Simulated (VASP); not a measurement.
FePb:

```
Fe Pb
1.0
     3.20000    0.00000    0.00000
     0.00000    3.20000    0.00000
     0.00000    0.00000    4.10000
Fe Pb
1 1
Direct
  0.00000 0.00000 0.00000
  0.50000 0.50000 0.50000
```

Base run:

```yaml
Program: VASP 6.6.1
Functional: LDA
Potentials_or_basis: VASP PAW LDA potentials, release 64 (Fe, Pb_d)
Cutoff: 520 eV
k_mesh: 8 × 8 × 6
Occupations: fermi-dirac, width 0.1 eV
Spin: collinear spin, ferromagnetic start
Starting_moments: "[3.0, 0.0] μB"
```

Its results: pressure -10.0 GPa.

Q: The run is repeated on the same cell with these changes: spin from collinear spin, ferromagnetic start to no spin polarisation; further incar settings from ALGO = Normal; EDIFF = 1e-07; NBANDS = 22 to ALGO = Normal; EDIFF = 1e-06; NBANDS = 18. What comes out?

A: Pressure -17.2 GPa.

Caveats: the cell stands under tension.
